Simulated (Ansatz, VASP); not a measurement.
## Two plane-wave programs on HC6

The input INCAR:

```
PREC     = Accurate       # precision mode
ENCUT    = 520            # plane-wave cutoff, eV
EDIFF    = 1E-6           # SCF threshold, eV
ISMEAR   = 0              # smearing method
SIGMA    = 0.1            # smearing width, eV
LREAL    = False          # projectors in reciprocal space
LASPH    = True           # aspherical terms in the spheres
NELM     = 60             # most SCF steps
ALGO     = Normal         # electronic algorithm
ISIF     = 2              # what is computed and relaxed
LWAVE    = False          # write WAVECAR
LCHARG   = False          # write CHGCAR
LDIPOL   = True         
IDIPOL   = 3            
DIPOL    = 0.5 0.5 0.307
GGA      = PE             # functional
NBANDS   = 38             # bands
```

The input KPOINTS:

```
Automatic mesh
0
Gamma
  6 3 1
```

POSCAR

```
HC6
1.0
    4.9326910638      0.0000000000      0.0000000000
    0.0000000000      8.5222964205      0.0000000000
    0.0000000000      0.0000000000     22.9416055954
C H
12 2
Direct
    0.0000000000      0.0000000000      0.1743557130
    0.5000000000      0.0000000000      0.1743557130
    0.2500000000      0.0000000000      0.2053898368
    0.7500000000      0.0000000000      0.2053898368
    0.2500000000      0.0000000000      0.2674580844
    0.7500000000      0.0000000000      0.2674580844
    0.0000000000      0.0000000000      0.2977124344
    0.5000000000      0.0000000000      0.2977124344
    0.0000000000      0.0000000000      0.3626190265
    0.5000000000      0.0000000000      0.3626190265
    0.2500000000      0.0000000000      0.3897550046
    0.7500000000      0.0000000000      0.3897550046
    0.0625769508      0.0000000000      0.4512153935
    0.4374230492      0.0000000000      0.4512153935
```

Input for Ansatz:

```yaml
crystal:
  lattice:
    - [4.9326910638, 0.0, 0.0]
    - [0.0, 8.5222964205, 0.0]
    - [0.0, 0.0, 22.9416055954]
  atoms:
    - { symbol: C, position: [0.0, 0.0, 0.174355713] }
    - { symbol: C, position: [0.5, 0.0, 0.174355713] }
    - { symbol: C, position: [0.25, 0.0, 0.2053898368] }
    - { symbol: C, position: [0.75, 0.0, 0.2053898368] }
    - { symbol: C, position: [0.25, 0.0, 0.2674580844] }
    - { symbol: C, position: [0.75, 0.0, 0.2674580844] }
    - { symbol: C, position: [0.0, 0.0, 0.2977124344] }
    - { symbol: C, position: [0.5, 0.0, 0.2977124344] }
    - { symbol: C, position: [0.0, 0.0, 0.3626190265] }
    - { symbol: C, position: [0.5, 0.0, 0.3626190265] }
    - { symbol: C, position: [0.25, 0.0, 0.3897550046] }
    - { symbol: C, position: [0.75, 0.0, 0.3897550046] }
    - { symbol: H, position: [0.0625769508, 0.0, 0.4512153935] }
    - { symbol: H, position: [0.4374230492, 0.0, 0.4512153935] }
basis:
  ecutwfc: 420
kpoints:
  mp_grid: { grid: [6, 3, 1] }
hamiltonian:
  xc: pbe
  pseudopotentials: { kind: paw, azcp: { folder: soft_1 } }
scf:
  occupations: { method: gaussian, width: 0.1 }
output:
  forces: true
  eigenvalues: true
  write_density: true
  write_potential: true
  elf: true
  volumetric_format: npy
efield:
  axis: 3
  dipole_correction: true
  ramp_width: 0.04
```

Alike in both runs: task single point; functional PBE; k mesh 6 × 3 × 1; occupations gaussian, width 0.1 eV; no spin polarisation.

```csv
,VASP,Ansatz
version,VASP 6.6.1,Ansatz 0.2.0
potentials or method,"VASP PAW PBE potentials, release 64 (C, H), cutoff 520 eV","scalar-relativistic, plane waves, PAW"
valence electrons in the cell,50,50
```

```tsv
	VASP	Ansatz	Ansatz less VASP
gap on the k mesh at the Fermi level (eV)	none	none	-
rms of the force components (eV/Å)	1.185	1.186	+0.0019
```

Atom by atom the forces differ by 0.014 eV/Å (rms over components). A gap of «none» marks a metal or a gap that the smearing closes. Ansatz's warnings: xc potential rough in thin density.
